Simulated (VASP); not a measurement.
Runs of VASP 6.6.1 on ZnRe. It takes space group P-6m2 (No. 187, hexagonal). The conventional cell has a = 2.748 Å, b = 2.748 Å, c = 4.494 Å, α = 90.00°, β = 90.00°, γ = 120.00°. Within 3.6 Å of Zn (site symmetry -6m2) lie 6 Zn at 2.75 Å and 6 Re at 2.75 Å. Re (site symmetry -6m2) has 6 Re at 2.75 Å and 6 Zn at 2.75 Å within 3.6 Å. 

```tsv
potentials or basis	spin	fixed moment (μB)	cutoff (eV)	gap on the mesh (eV)	pressure (GPa)	moment (μB)
VASP PAW PBE potentials, release 64 (Zn, Re_sv_GW)	collinear, zero start	0.0	500	-	-10.2	0.00
VASP PAW PBE potentials, release 64 (Zn, Re)	collinear	0.3	520	-	-8.7	0.30
VASP PAW PBE potentials, release 64 (Zn, Re)	collinear	-	520	none	-9.1	0.00
VASP PAW PBE potentials, release 64 (Zn, Re_sv_GW)	off	-	500	none	-10.1	-
VASP PAW PBE potentials, release 64 (Zn, Re)	collinear	0.15	520	-	(a)	0.15
VASP PAW PBE potentials, release 64 (Zn, Re)	collinear	0.05	520	-	-9.1	0.05
```

Alike in all rows: task single point; level PBEsol; cell as given; k mesh 16 × 16 × 9; smearing fermi-dirac 0.08 eV.

**Question.** Fill in the values left out.

**Answer.** (a) -9.0.

Caveats: the cell stands under tension; the PAW data sets were made with another functional, which shifts forces and pressure a little; spin-orbit coupling is left out, which moves the levels of the heavy elements; the total moment is fixed, so each spin has its own Fermi level (at least some runs).

A k mesh can miss the band edges, and the runs leave out spin-orbit coupling on Re.

A gap of «none» marks levels without a gap at the run's occupations.

The runs don't all hold the same shells in valence.
